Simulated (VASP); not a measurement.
# W in VASP: notebook

The runs below take W through electric field gradients, density of states, with LDA.

Program: VASP 6.6.1. These are calculated values, not measurements. Logs are shortened: lines on timing, memory, paths and dates and some standing lists are left out, and cuts for length are marked.

## Step 1: The cell of the first run

It takes space group I4/mmm (No. 139, tetragonal). The conventional cell has a = 2.900 Å, b = 2.900 Å, c = 4.060 Å, α = 90.00°, β = 90.00°, γ = 90.00°. Within 3.8 Å of W (site symmetry 4/mmm) lie 12 W at 2.89 to 2.90 Å.

## Step 2: Electric field gradients, LDA (equal xx and yy strain of +1 %)

The input, INCAR:

```
SYSTEM = W
PREC = Accurate
ENCUT = 520
EDIFF = 1E-8
ISMEAR = -1
SIGMA = 0.05
LREAL = .False.
LASPH = .True.
NELM = 100
ALGO = Normal
ISIF = 2
LWAVE = .False.
LCHARG = .False.
LEFG = .True.
NBANDS = 13
```

The input, KPOINTS:

```
Automatic mesh
0
Gamma
  14 14 14
  0 0 0
```

The input, POSCAR:

```
W
1.0
    0.0000000000      2.0503000000      2.0300000000
    2.0503000000      0.0000000000      2.0300000000
    2.0503000000      2.0503000000      0.0000000000
W
1
Direct
    0.0000000000      0.0000000000      0.0000000000
```

Potentials or basis: VASP PAW LDA potentials, release 64 (W_sv).

On the command line:

```console
$ cat potpaw_LDA.64/W_sv/POTCAR > POTCAR
$ mpirun -np 1 vasp_std > vasp.out
```

OUTCAR:

```text
SYSTEM = W
   PREC = Accurate
   ENCUT = 520
   EDIFF = 1E-8
   ISMEAR = -1
   LREAL = .False.
   LASPH = .True.
   NELM = 100
   ISIF = 2

 ion  position               nearest neighbor table
   1  0.000  0.000  0.000-

  LATTYP: Found a body centered tetragonal cell.
 ALAT       =     2.8995620669
 C/A-ratio  =     1.4002114479

  Lattice vectors:

 A1 = (   0.0000000000,  -2.0503000000,  -2.0300000000)
 A2 = (   0.0000000000,   2.0503000000,  -2.0300000000)
 A3 = (   2.0503000000,   0.0000000000,   2.0300000000)

Analysis of symmetry for initial positions (statically):
=====================================================================
 Subroutine PRICEL returns:
 Original cell was already a primitive cell.

 Routine SETGRP: Setting up the symmetry group for a
 body centered tetragonal supercell.

 Subroutine GETGRP returns: Found 16 space group operations
 (whereof 16 operations were pure point group operations)
 out of a pool of 16 trial point group operations.

The static configuration has the point symmetry D_4h.

Analysis of symmetry for dynamics (positions and initial velocities):
=====================================================================
 Subroutine PRICEL returns:
 Original cell was already a primitive cell.

 Routine SETGRP: Setting up the symmetry group for a
 body centered tetragonal supercell.

 Subroutine GETGRP returns: Found 16 space group operations
 (whereof 16 operations were pure point group operations)
 out of a pool of 16 trial point group operations.

The dynamic configuration has the point symmetry D_4h.

 Subroutine INISYM returns: Found 16 space group operations
 (whereof 16 operations are pure point group operations),
 and found     1 'primitive' translations

----------------------------------------------------------------------------------------

                                     Primitive cell

  volume of cell :      17.0671

  direct lattice vectors                    reciprocal lattice vectors
     0.000000000  2.050300000  2.030000000    -0.243866751  0.243866751  0.246305419
     2.050300000  0.000000000  2.030000000     0.243866751 -0.243866751  0.246305419
     2.050300000  2.050300000  0.000000000     0.243866751  0.243866751 -0.246305419

  length of vectors
     2.885243506  2.885243506  2.899562067     0.423802246  0.423802246  0.423802246

  position of ions in fractional coordinates (direct lattice)
     0.000000000  0.000000000  0.000000000

  ion indices of the primitive-cell ions
   primitive index   ion index
                 1           1

----------------------------------------------------------------------------------------

 KPOINTS: Automatic mesh

Automatic generation of k-mesh.
 Grid dimensions read from file:
 generate k-points for:   14   14   14

 Generating k-lattice:

  Cartesian coordinates                     Fractional coordinates (reciprocal lattice)
    -0.017419054  0.017419054  0.017593244     0.071428571 -0.000000000  0.000000000
     0.017419054 -0.017419054  0.017593244    -0.000000000  0.071428571  0.000000000
     0.017419054  0.017419054 -0.017593244     0.000000000  0.000000000  0.071428571

  Length of vectors
     0.030271589  0.030271589  0.030271589

  Shift w.r.t. Gamma in fractional coordinates (k-lattice)
     0.000000000  0.000000000  0.000000000

 Subroutine IBZKPT returns following result:
 ===========================================

 Found    244 irreducible k-points:

 Following reciprocal coordinates:
            Coordinates               Weight
  0.000000  0.000000  0.000000      1.000000
  0.071429 -0.000000  0.000000      8.000000
  0.142857 -0.000000  0.000000      8.000000
  0.214286 -0.000000  0.000000      8.000000
  0.285714 -0.000000  0.000000      8.000000
  0.357143 -0.000000  0.000000      8.000000
[... 16 lines left out ...]
  0.214286  0.142857  0.000000      8.000000
  0.285714  0.142857  0.000000      8.000000
 [... further k-points ...]
   k-points           NKPTS =    244   k-points in BZ     NKDIM =    244   number of bands    NBANDS=     13
   number of dos      NEDOS =    301   number of ions     NIONS =      1
   total plane-waves  NPLWV =  13824
   dimension x,y,z NGX =    24 NGY =   24 NGZ =   24
   dimension x,y,z NGXF=    48 NGYF=   48 NGZF=   48
   ions per type =               1
   NGX,Y,Z   is equivalent  to a cutoff of  13.83, 13.83, 13.76 a.u.
   NGXF,Y,Z  is equivalent  to a cutoff of  27.66, 27.66, 27.52 a.u.
 SYSTEM =  W
   PREC   = accura    normal or accurate (medium, high low for compatibility)
   ISTART =      0    job   : 0-new  1-cont  2-samecut
   ICHARG =      2    charge: 1-file 2-atom 10-const
   ISPIN  =      1    spin polarized calculation?
   LNONCOLLINEAR =      F non collinear calculations
   LSORBIT =      F    spin-orbit coupling
   LASPH  =      T    aspherical Exc in radial PAW
   ENCUT  =  520.0 eV  38.22 Ry    6.18 a.u.   5.36  5.36  5.39*2*pi/ulx,y,z
   NELM   =    100;   NELMIN=  2; NELMDL= -5     # of ELM steps
   EDIFF  = 0.1E-07   stopping-criterion for ELM
   LREAL  =      F    real-space projection
   EDIFFG = 0.1E-06   stopping-criterion for IOM
   NSW    =      0    number of steps for IOM
   IBRION =     -1    ionic relax: 0-MD 1-quasi-New 2-CG
   NFREE  =      0    steps in history (QN), initial steepest desc. (CG)
   ISIF   =      2    stress and relaxation
   ISYM   =      2    0-nonsym 1-usesym 2-fastsym
   POTIM  = 0.5000    time-step for ionic-motion
   TEBEG  =    0.0;   TEEND  =   0.0 temperature during run
   PSTRESS=    0.0 pullay stress
   NELECT =      14.0000    total number of electrons
   NUPDOWN=      -1.0000    fix difference up-down
   EMIN   =  10.00;   EMAX   =-10.00  energy-range for DOS
   EFERMI =   0.00;   METHOD = LEGACY
   ISMEAR =    -1;   SIGMA  =   0.05  broadening in eV -4-tet -1-fermi 0-gaus
   EFERMI_NEDOS =   21; number of points for ismear=-14 and -15
   IALGO  =     38    algorithm
   IMIX   =      4    mixing-type and parameters
     AMIX     =   0.40;   BMIX     =  1.00
     AMIX_MAG =   1.60;   BMIX_MAG =  1.00
  volume/ion in A,a.u.               =      17.07       115.17
  Fermi-wavevector in a.u.,A,eV,Ry     =   1.532488  2.895983 31.953568  2.348521
  Thomas-Fermi vector in A             =   2.639687
   LORBIT       =      0    0 simple, 1 ext, 2 COOP (PROOUT), +10 PAW based schemes
   GGA     = CA    functional components
   LHFCALC =     F    Hartree Fock is set to
   AEXX    =    0.0000 exact exchange contribution
   IVDW    =     0    specifies the selected vdW correction
   LEPSILON=     F    determine dielectric tensor
   LRPA    =     F    only Hartree local field effects (RPA)
 non-spin polarized calculation
  energy-cutoff  :      520.00
  volume of cell :       17.07
 maximum number of plane-waves:       475
 NGX is ok and might be reduce to    24
   NGX = 11   NGY = 11   NGZ = 11

 number of electron      14.0000001 magnetization

 Free energy of the ion-electron system (eV)
  ---------------------------------------------------
  ext. energy  EPLUGINS =         0.00000000
  ---------------------------------------------------
  free energy    TOTEN  =       -13.52792654 eV

  energy without entropy =      -13.51723104  energy(sigma->0) =      -13.52257879

 E-fermi :   9.7968     XC(G=0): -13.4097

 val. band max:        9.7898711026   @ k =   0.2143   0.0714   0.1429
 cond. band min:       9.7994013117   @ k =   0.2143   0.1429   0.0714
 fundamental gap:      0.0095302091
 Fermi energy:         9.7968411880

 k-point     1 :       0.0000    0.0000    0.0000
  band No.  band energies     occupation
      1     -63.4847      2.00000
      2     -27.4119      2.00000
      3     -27.4119      2.00000
      4     -27.4020      2.00000
      5       1.1189      2.00000
      6       9.2382      1.99997
      7       9.2382      1.99997
      8       9.3585      1.99969
      9      12.1020      0.00000
     10      12.2834      0.00000
     11      22.6469      0.00000
     12      27.4999      0.00000
     13      27.4999      0.00000
[... 353 lines left out ...]
 k-point    24 :       0.2857    0.1429    0.0000
  band No.  band energies     occupation
      1     -63.4295      2.00000
      2     -27.9288      2.00000
      3     -27.5580      2.00000
      4     -27.5384      2.00000
      5       3.7739      2.00000
      6       7.6653      2.00000
      7       9.5314      1.99015
      8      10.3195      0.00006
      9      11.6766      0.00000
     10      13.1696      0.00000
     11      24.1962      0.00000
     12      27.1042      0.00000
     13      29.1069      0.00000

 [... further k-points ...]

------------------------ aborting loop because EDIFF is reached ----------------------------------------

  FORCE on cell =-STRESS in cart. coord.  units (eV):
  Direction    XX          YY          ZZ          XY          YZ          ZX
  --------------------------------------------------------------------------------------
  -------------------------------------------------------------------------------------
  Total       -2.1334958     -2.1334958     -2.4518818      0.0000000     -0.0000000     -0.0000000
  in kB     -200.2818167   -200.2818167   -230.1702804      0.0000000     -0.0000000     -0.0000000
  external PRESSURE =    -210.2446379 kB  Pullay stress =       0.0000000 kB

 VOLUME and BASIS-vectors are now :
 -----------------------------------------------------------------------------
  energy-cutoff  :      520.00
  volume of cell :       17.07
      direct lattice vectors                 reciprocal lattice vectors
     0.000000000  2.050300000  2.030000000    -0.243866751  0.243866751  0.246305419
     2.050300000  0.000000000  2.030000000     0.243866751 -0.243866751  0.246305419
     2.050300000  2.050300000  0.000000000     0.243866751  0.243866751 -0.246305419

 POSITION                                       TOTAL-FORCE (eV/Angst)
 -----------------------------------------------------------------------------------
      0.00000      0.00000      0.00000         0.000000      0.000000     -0.000000
 -----------------------------------------------------------------------------------
    total drift:                               -0.000000      0.000000     -0.000000

  FREE ENERGIE OF THE ION-ELECTRON SYSTEM (eV)
  ---------------------------------------------------
  free  energy   TOTEN  =       -13.5279265365 eV

  energy  without entropy=      -13.5172310379  energy(sigma->0) =      -13.52257879

 Electric field gradients (V/A^2)
---------------------------------------------------------------------
 ion       V_xx      V_yy      V_zz      V_xy      V_xz      V_yz
---------------------------------------------------------------------
   1      -2.453    -2.453     4.906    -0.000    -0.000    -0.000
---------------------------------------------------------------------

 Electric field gradients after diagonalization (V/A^2)
 (convention: |V_zz| > |V_xx| > |V_yy|)
----------------------------------------------------------------------
 ion       V_xx      V_yy      V_zz     asymmetry (V_yy - V_xx)/ V_zz
----------------------------------------------------------------------
   1      -2.453    -2.453     4.906       0.000
----------------------------------------------------------------------

           NMR quadrupolar parameters

 Cq : quadrupolar parameter    Cq=e*Q*V_zz/h
 eta: asymmetry parameters     (V_yy - V_xx)/ V_zz
 Q  : nuclear electric quadrupole moment in mb (millibarn)
----------------------------------------------------------------------
 ion       Cq(MHz)       eta       Q (mb)
----------------------------------------------------------------------
   1       0.012       0.000       1.000
----------------------------------------------------------------------
```

Wall time 40 s (1 thread of AMD EPYC 7R13 (Zen 3), shared host); peak memory 0.14 GiB.

What came out:

* Free energy: -13.5279 eV
* Pressure: -21.0 GPa
* Band gap on the k mesh: zero (band 7 reaches 12.93 eV, above the bottom of band 8 at 9.32 eV)

Electric field gradients, principal values (V/Å²):
| atom | least | middle | greatest (by size) |
| --- | --- | --- | --- |
| 1 W | -2.453 | -2.453 | 4.906 |

Caveat: the cell differs from its parent crystal (equal xx and yy strain of +1 %); without QUAD_EFG the Cq values of the log hold for a quadrupole moment of 1 mb, not for the nuclei; spin-orbit coupling is left out, which moves the levels of the heavy elements.

## Step 3: Electric field gradients, LDA (equal xy, yz and zx shear strains of -3 %)

The input, INCAR:

```
PREC = Accurate ; ENCUT = 520
EDIFF = 1E-8 ; ISMEAR = -1
SIGMA = 0.05 ; LREAL = False
LASPH = True ; NELM = 80
ALGO = Normal ; ISIF = 2
LWAVE = False ; LCHARG = False
GGA = CA ; LEFG = True
NBANDS = 13
```

The input, KPOINTS:

```
regular mesh
0
Gamma
  14 14 14
```

The input, POSCAR:

```
W
1.0
   -0.0609000000      1.9995500000      1.9995500000
    1.9995500000     -0.0609000000      1.9995500000
    1.9995500000      1.9995500000     -0.0609000000
W
1
Direct
    0.0000000000      0.0000000000      0.0000000000
```

Potentials or basis: VASP PAW LDA potentials, release 64 (W_sv).

On the command line:

```console
$ cat potpaw_LDA.64/W_sv/POTCAR > POTCAR
$ mpirun -np 1 vasp_std > vasp.out
```

OUTCAR:

```text
PREC = Accurate
   ENCUT = 520
   EDIFF = 1E-8
   ISMEAR = -1
   LREAL = False
   LASPH = True
   NELM = 80
   ISIF = 2
   GGA = CA

 ion  position               nearest neighbor table
   1  0.000  0.000  0.000-

  LATTYP: Found a trigonal (rhomboedric) cell.
 ALAT       =     2.8284464313
 COS(alpha) =     0.4693254694

  Lattice vectors:

 A1 = (  -0.0609000000,   1.9995500000,   1.9995500000)
 A2 = (   1.9995500000,  -0.0609000000,   1.9995500000)
 A3 = (   1.9995500000,   1.9995500000,  -0.0609000000)

Analysis of symmetry for initial positions (statically):
=====================================================================
 Subroutine PRICEL returns:
 Original cell was already a primitive cell.

 Routine SETGRP: Setting up the symmetry group for a
[... 566 lines left out ...]
  in kB     -157.6721348   -157.6721348   -157.6721348    -30.2472898    -30.2472898    -30.2472898
  external PRESSURE =    -157.6721348 kB  Pullay stress =       0.0000000 kB

 VOLUME and BASIS-vectors are now :
 -----------------------------------------------------------------------------
  energy-cutoff  :      520.00
  volume of cell :       16.72
      direct lattice vectors                 reciprocal lattice vectors
    -0.060900000  1.999550000  1.999550000    -0.238912879  0.246417995  0.246417995
     1.999550000 -0.060900000  1.999550000     0.246417995 -0.238912879  0.246417995
     1.999550000  1.999550000 -0.060900000     0.246417995  0.246417995 -0.238912879

 POSITION                                       TOTAL-FORCE (eV/Angst)
 -----------------------------------------------------------------------------------
      0.00000      0.00000      0.00000         0.000000      0.000000     -0.000000
 -----------------------------------------------------------------------------------
    total drift:                               -0.000000      0.000000      0.000000

  FREE ENERGIE OF THE ION-ELECTRON SYSTEM (eV)
  ---------------------------------------------------
  free  energy   TOTEN  =       -13.5854614343 eV

  energy  without entropy=      -13.5780013874  energy(sigma->0) =      -13.58173141

 Electric field gradients (V/A^2)
---------------------------------------------------------------------
 ion       V_xx      V_yy      V_zz      V_xy      V_xz      V_yz
---------------------------------------------------------------------
   1      -0.000    -0.000     0.000   -14.033   -14.033   -14.033
---------------------------------------------------------------------

 Electric field gradients after diagonalization (V/A^2)
 (convention: |V_zz| > |V_xx| > |V_yy|)
----------------------------------------------------------------------
 ion       V_xx      V_yy      V_zz     asymmetry (V_yy - V_xx)/ V_zz
----------------------------------------------------------------------
   1      14.033    14.033   -28.066       0.000
----------------------------------------------------------------------

           NMR quadrupolar parameters

 Cq : quadrupolar parameter    Cq=e*Q*V_zz/h
 eta: asymmetry parameters     (V_yy - V_xx)/ V_zz
 Q  : nuclear electric quadrupole moment in mb (millibarn)
----------------------------------------------------------------------
 ion       Cq(MHz)       eta       Q (mb)
----------------------------------------------------------------------
   1      -0.068       0.000       1.000
----------------------------------------------------------------------
```

OSZICAR:

```text
N       E                     dE             d eps       ncg     rms          rms(c)
DAV:   1     0.831928645079E+02    0.83193E+02   -0.74200E+03  7512   0.121E+03
DAV:   2    -0.126278496022E+02   -0.95821E+02   -0.92353E+02  8398   0.314E+02
DAV:   3    -0.142815173827E+02   -0.16537E+01   -0.16470E+01  8283   0.399E+01
DAV:   4    -0.142887122318E+02   -0.71948E-02   -0.71946E-02  8523   0.291E+00
DAV:   5    -0.142887779410E+02   -0.65709E-04   -0.65708E-04  8373   0.262E-01    0.186E+01
DAV:   6    -0.137253710448E+02    0.56341E+00   -0.47610E-01  7943   0.869E+00    0.693E+00
DAV:   7    -0.135911181496E+02    0.13425E+00   -0.20559E-01  8403   0.529E+00    0.544E-01
DAV:   8    -0.135855721495E+02    0.55460E-02   -0.43919E-03  7578   0.889E-01    0.729E-02
DAV:   9    -0.135854577766E+02    0.11437E-03   -0.10740E-04  9040   0.111E-01    0.383E-02
DAV:  10    -0.135854614286E+02   -0.36520E-05   -0.47707E-06  7923   0.261E-02    0.327E-03
DAV:  11    -0.135854614291E+02   -0.48226E-09   -0.43310E-07  8263   0.743E-03    0.269E-03
DAV:  12    -0.135854614343E+02   -0.52478E-08   -0.12980E-08  5834   0.132E-03
   1 F= -.13585461E+02 E0= -.13581731E+02  d E =-.746005E-02
```

stdout:

```text
POSCAR found type information on POSCAR W
 POSCAR found :  1 types and       1 ions
 scaLAPACK will be used
 LDA part: xc-table for (Slater(with rela. corr.)+CA(PZ))
 , standard interpolation
 POSCAR, INCAR and KPOINTS ok, starting setup
 FFT: planning ... GRIDC
 FFT: planning ... GRID_SOFT
 FFT: planning ... GRID
 WAVECAR not read
 entering main loop
ion   1
```

It took 50 s on 1 thread of AMD EPYC 7R13 (Zen 3), shared host; peak memory 0.15 GiB.

Results:

- Free energy: -13.5855 eV
- Pressure: -15.8 GPa
- Band gap on the k mesh: zero (band 7 reaches 13.20 eV, above the bottom of band 8 at 9.61 eV)

Stress tensor (GPa, compression positive):
```
-15.77  -3.02  -3.02
 -3.02 -15.77  -3.02
 -3.02  -3.02 -15.77
```

Levels at points of the mesh, in eV from the Fermi level:
```tsv
k point	band 4	band 5	band 6	band 7	band 8	band 9	band 10	band 11
(0.00, 0.00, 0.00)	-37.14	-8.84	-0.90	-0.90	-0.07	2.43	2.43	12.81
(0.50, 0.00, 0.00)	-37.31	-5.54	-1.18	-0.36	0.55	4.46	5.00	9.83
(0.50, 0.50, 0.00)	-37.55	-5.39	-4.45	3.06	4.68	5.50	5.66	11.14
(0.50, 0.50, 0.50)	-37.43	-5.44	-1.02	-1.02	1.17	5.03	5.03	10.56
```

Electric field gradients, principal values (V/Å²):
```tsv
atom	least	middle	greatest (by size)
1 W	14.033	14.033	-28.066
```

Caveat: the cell differs from its parent crystal (equal xy, yz and zx shear strains of -3 %); without QUAD_EFG the Cq values of the log hold for a quadrupole moment of 1 mb, not for the nuclei; spin-orbit coupling is left out, which moves the levels of the heavy elements.

[end of part 1 of 2]
